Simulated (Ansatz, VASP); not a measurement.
# Rb: VASP beside Ansatz

File INCAR:

```
PREC = Accurate
ENCUT = 520
EDIFF = 1E-6
ISMEAR = 0
SIGMA = 0.15
LREAL = F
LASPH = T
NELM = 80
ALGO = Fast
ISIF = 2
LWAVE = F
LCHARG = F
GGA = PE
NBANDS = 10
```

KPOINTS

```
regular mesh
0
Gamma
  12 12 12
```

The input POSCAR:

```
Rb
1.0
   -2.8060000000      2.8060000000      2.8901800000
    2.8060000000     -2.8060000000      2.8901800000
    2.8060000000      2.8060000000     -2.8901800000
Rb
1
Direct
    0.0000000000      0.0000000000      0.0000000000
```

Input for Ansatz:

```yaml
crystal:
  lattice:
    - [-2.806, 2.806, 2.89018]
    - [2.806, -2.806, 2.89018]
    - [2.806, 2.806, -2.89018]
  atoms:
    - { symbol: Rb, position: [0.0, 0.0, 0.0] }
basis:
  ecutwfc: 420
kpoints:
  mp_grid: { grid: [12, 12, 12] }
hamiltonian:
  xc: pbe
scf:
  occupations: { method: gaussian, width: 0.15 }
output:
  forces: true
  stress: true
  eigenvalues: true
```

Change from the starting cell: strain +0.000 along x and y, +0.030 along z, atoms carried along.

Alike in both runs: task single point; functional PBE; k mesh 12 × 12 × 12; occupations gaussian, width 0.15 eV; no spin polarisation.

|  | VASP | Ansatz |
| --- | --- | --- |
| version | VASP 6.6.1 | Ansatz 0.2.0 |
| potentials or method | VASP PAW PBE potentials, release 64 (Rb_sv), cutoff 520 eV | scalar-relativistic, plane waves, PAW |
| valence electrons in the cell | 9 | 9 |

```tsv
	VASP	Ansatz	Ansatz less VASP
gap on the k mesh at the Fermi level (eV)	none	none	-
pressure (GPa)	0.0	0.0	0.00
```

A gap of «none» marks a metal or a gap that the smearing closes.
